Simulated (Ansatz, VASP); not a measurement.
One calculation of CaF2, two programs

The input INCAR:

```
SYSTEM = CaF2
PREC     = Accurate       ! precision mode
ENCUT    = 600            ! plane-wave cutoff, eV
EDIFF    = 1E-6           ! SCF threshold, eV
ISMEAR   = 0              ! smearing method
SIGMA    = 0.01           ! smearing width, eV
LREAL    = .FALSE.        ! projectors in reciprocal space
LASPH    = .TRUE.         ! aspherical terms in the spheres
NELM     = 120            ! most SCF steps
ALGO     = Normal         ! electronic algorithm
ISIF     = 2              ! what is computed and relaxed
LWAVE    = .FALSE.        ! write WAVECAR
LCHARG   = .FALSE.        ! write CHGCAR
GGA      = PE             ! functional
NBANDS   = 19             ! bands
GGA_COMPAT= .FALSE.
```

The input KPOINTS:

```
Automatic mesh
0
G
  4 4 4
  0 0 0
```

The input POSCAR:

```
CaF2
1.0
    0.0000000000      2.7559121050      2.7559121050
    2.7559121050      0.0000000000      2.7559121050
    2.7559121050      2.7559121050      0.0000000000
Ca F
1 2
Direct
    0.0000000000      0.0000000000      0.0000000000
    0.7500000000      0.7500000000      0.7500000000
    0.2500000000      0.2500000000      0.2500000000
```

Input for Ansatz:

```yaml
crystal:
  lattice:
    - [0.0, 2.755912105, 2.755912105]
    - [2.755912105, 0.0, 2.755912105]
    - [2.755912105, 2.755912105, 0.0]
  atoms:
    - { symbol: Ca, position: [0.0, 0.0, 0.0] }
    - { symbol: F, position: [0.75, 0.75, 0.75] }
    - { symbol: F, position: [0.25, 0.25, 0.25] }
basis:
  ecutwfc: 420.0
  ecutrho_ratio: 4
  xc_grid: 2
  fft_grid_basis: typed
  precision: f64
kpoints:
  mp_grid: { grid: [4, 4, 4] }
hamiltonian:
  pseudopotentials: { kind: paw, azcp: { folder: soft_1 } }
scf:
  max_iter: 80
  self_checks: high
  occupations: { method: fixed }
output:
  forces: true
checkpoint:
  write: "../host.relax.run"
  compress: false
  write_wavefunctions: true
  write_every: 100000
```

Alike in both runs: task single point; functional PBE; k mesh 4 × 4 × 4; no spin polarisation.

|  | VASP | Ansatz |
| --- | --- | --- |
| version | VASP 6.6.1 | Ansatz 0.2.0 |
| potentials or method | VASP PAW PBE potentials, release 64 (Ca_sv, F), cutoff 600 eV | plane-wave PAW DFT |
| occupations | gaussian, width 0.01 eV | fixed |
| valence electrons in the cell | 24 | 24 |

|  | VASP | Ansatz | Ansatz less VASP |
| --- | --- | --- | --- |
| gap on the k mesh at the Fermi level (eV) | 7.12 | 7.14 | +0.018 |

The k mesh is coarse, so the values compare programs but aren't converged.
